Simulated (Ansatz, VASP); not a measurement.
CdSnO2: VASP beside Ansatz

```
Cd Sn O
1.0
     3.71372    0.00000    0.00000
    -1.85686    3.21618    0.00000
     0.00000    0.00000    7.92972
Cd Sn O
1 1 2
Direct
  0.00000 0.00000 0.00000
  0.00000 0.00000 0.50000
  0.00000 0.00000 0.24729
  0.00000 0.00000 0.75271
```

Alike in both runs: functional PBE; k mesh 5 × 5 × 2; occupations gaussian, width 0.15 eV; no spin polarisation.

Ansatz relaxed the structure, and its values are those at the end. VASP's run is a single point on that final structure, the one shown.

|  | VASP | Ansatz |
| --- | --- | --- |
| version | VASP 6.6.1 | Ansatz 0.2.0 |
| potentials or method | VASP PAW PBE potentials, release 64 (Cd, Sn_d, O), cutoff 600 eV | scalar-relativistic, plane waves, PAW |
| valence electrons in the cell | 38 | 46 |

VASP gave:

```
gap on the k mesh at the Fermi level (eV) : none
pressure (GPa)                            : 0.9
rms of the force components (eV/Å)        : 0.108
```

Q: What did Ansatz give for the same quantities?

A: gap on the k mesh at the Fermi level (eV): none; pressure (GPa): 0.2; rms of the force components (eV/Å): 0.013.

A gap of «none» marks a metal or a gap that the smearing closes. VASP's potentials hold 38 valence electrons a cell and Ansatz's 46, so a difference there can come from the potentials and not from the codes.

The k mesh is coarse, so the values compare programs but aren't converged.
